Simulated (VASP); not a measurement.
Input of a VASP 6.6.1 run:

INCAR

```
SYSTEM = Na3H
PREC     = Accurate       ! precision mode
ENCUT    = 600            ! plane-wave cutoff, eV
EDIFF    = 1E-6           ! SCF threshold, eV
ISMEAR   = 0              ! smearing method
SIGMA    = 0.1            ! smearing width, eV
LREAL    = .False.        ! projectors in reciprocal space
LASPH    = .True.         ! aspherical terms in the spheres
NELM     = 80             ! most SCF steps
ALGO     = Normal         ! electronic algorithm
ISIF     = 3              ! what is computed and relaxed
LWAVE    = .False.        ! write WAVECAR
LCHARG   = .False.        ! write CHGCAR
GGA      = PE             ! functional
IBRION   = 2              ! ionic algorithm
NSW      = 90             ! ionic steps
EDIFFG   = -0.04          ! ionic threshold
```

File KPOINTS:

```
Automatic mesh
0
Gamma
  6 6 2
  0 0 0
```

File POSCAR:

```
Na3H
1.0
    3.2981779429      0.0000000000      0.0000000000
    0.0000000000      3.4899837301      0.0000000000
    0.0000000000      0.0000000000     10.0719406059
Na H
3 1
Direct
    0.5000000000      0.0000000000      0.0000000000
    0.5000000000      0.0000000000      0.6575933795
    0.5000000000      0.0000000000      0.3424066205
    0.0000000000      0.0000000000      0.5000000000
```

Potentials or basis: VASP PAW PBE potentials, release 64 (Na_pv, H).

Launch:

```bash
$ cat potpaw_PBE.64/Na_pv/POTCAR potpaw_PBE.64/H/POTCAR > POTCAR
$ mpirun -np 1 vasp_std > vasp.out
```

(1) What does it give for the space group after relaxing (to 0.1 Å)?

(2) What does it give for the band gap on the k mesh?

Answers

(1) Pmmm (No. 47).

(2) zero (bands 11 and 12 overlap by 4.88 eV).
